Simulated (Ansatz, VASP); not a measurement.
## Li3YIr3Pd: VASP beside Ansatz

INCAR

```
PREC = Accurate
ENCUT = 600
EDIFF = 1E-6
ISMEAR = 0
SIGMA = 0.1
LREAL = False
LASPH = True
NELM = 60
ALGO = Fast
ISIF = 3
LWAVE = False
LCHARG = False
GGA = PE
IBRION = 2
NSW = 100
EDIFFG = -0.01
```

The input KPOINTS:

```
regular mesh
0
Gamma
  8 8 4
```

POSCAR

```
Li3YIr3Pd
1.0
    3.9524800877      0.0000000000      0.0000000000
    0.0000000000      3.9524800877      0.0000000000
    0.0000000000      0.0000000000      8.6756200427
Li Y Pd Ir
3 1 1 3
Direct
    0.5000000000      0.0000000000      0.8543359998
    0.0000000000      0.5000000000      0.8543359998
    0.0000000000      0.0000000000      0.2324595933
    0.5000000000      0.5000000000      0.1797334006
    0.0000000000      0.0000000000      0.6493720649
    0.5000000000      0.0000000000      0.4245337548
    0.0000000000      0.5000000000      0.4245337548
    0.5000000000      0.5000000000      0.6316565119
```

Input for Ansatz:

```yaml
crystal:
  lattice:
    - [3.9524800877, 0.0, 0.0]
    - [0.0, 3.9524800877, 0.0]
    - [0.0, 0.0, 8.6756200427]
  atoms:
    - { symbol: Li, position: [0.5, 0.0, 0.8543359998] }
    - { symbol: Li, position: [0.0, 0.5, 0.8543359998] }
    - { symbol: Li, position: [0.0, 0.0, 0.2324595933] }
    - { symbol: "Y", position: [0.5, 0.5, 0.1797334006] }
    - { symbol: Pd, position: [0.0, 0.0, 0.6493720649] }
    - { symbol: Ir, position: [0.5, 0.0, 0.4245337548] }
    - { symbol: Ir, position: [0.0, 0.5, 0.4245337548] }
    - { symbol: Ir, position: [0.5, 0.5, 0.6316565119] }
basis:
  ecutwfc: 420
kpoints:
  mp_grid: { grid: [8, 8, 4] }
hamiltonian:
  xc: pbe
scf:
  occupations: { method: gaussian, width: 0.1 }
output:
  forces: true
  stress: true
  eigenvalues: true
  write_density: true
  write_potential: true
  elf: true
  volumetric_format: npy
relax:
  adjacent_minimum: "off"
  f_tol: 0.01
  max_steps: 80
  cell: { stress_tol: 0.05 }
```

Alike in both runs: task relaxation of cell and atoms; functional PBE; k mesh 8 × 8 × 4; occupations gaussian, width 0.1 eV; no spin polarisation.

|  | VASP | Ansatz |
| --- | --- | --- |
| version | VASP 6.6.1 | Ansatz 0.2.0 |
| potentials or method | VASP PAW PBE potentials, release 64 (Li_sv, Y_sv, Pd, Ir), cutoff 600 eV | scalar-relativistic, plane waves, PAW |
| valence electrons in the cell | 57 | 89 |

|  | VASP | Ansatz | Ansatz less VASP |
| --- | --- | --- | --- |
| gap on the k mesh at the Fermi level, each at its own relaxed structure (eV) | none | none | - |
| relaxed volume (Å³/atom) | 16.98 | 17.03 | +0.050 |
| relaxed cell length with the largest relative difference (Å) | 8.675 | 8.710 | +0.0354 |

A gap of «none» marks a metal or a gap that the smearing closes. VASP's potentials hold 57 valence electrons a cell and Ansatz's 89, so a difference there can come from the potentials and not from the codes.

Spin-orbit coupling is off throughout. Noted on VASP's run: the cutoff is short for stress, so the pressure is rough.
